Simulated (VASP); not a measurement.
Input of a VASP 6.6.1 run:

INCAR

```
PREC = Accurate
ENCUT = 500
EDIFF = 1E-6
ISMEAR = 0
SIGMA = 0.01
LREAL = False
LASPH = True
NELM = 120
ALGO = Normal
ISIF = 2
LWAVE = False
LCHARG = False
NBANDS = 16
GGA_COMPAT = False
```

KPOINTS

```
Automatic mesh
0
Gamma
  5 5 5
```

Contents of POSCAR:

```
CdSe
1.0
    0.0000000000      3.0702710000      3.0702710000
    3.0702710000      0.0000000000      3.0702710000
    3.0702710000      3.0702710000      0.0000000000
Cd Se
1 1
Direct
    0.0000000000      0.0000000000      0.0000000000
    0.7500000000      0.7500000000      0.7500000000
```

Potentials or basis: VASP PAW LDA potentials, release 64 (Cd, Se).

Launch:

```sh
$ cat potpaw_LDA.64/Cd/POTCAR potpaw_LDA.64/Se/POTCAR > POTCAR
$ mpirun -np 1 vasp_std > vasp.out
```

(1) Predict the band gap on the k mesh.

(2) Estimate the pressure.

Answers

(1) 0.30 eV, direct.

(2) -2.9 GPa.
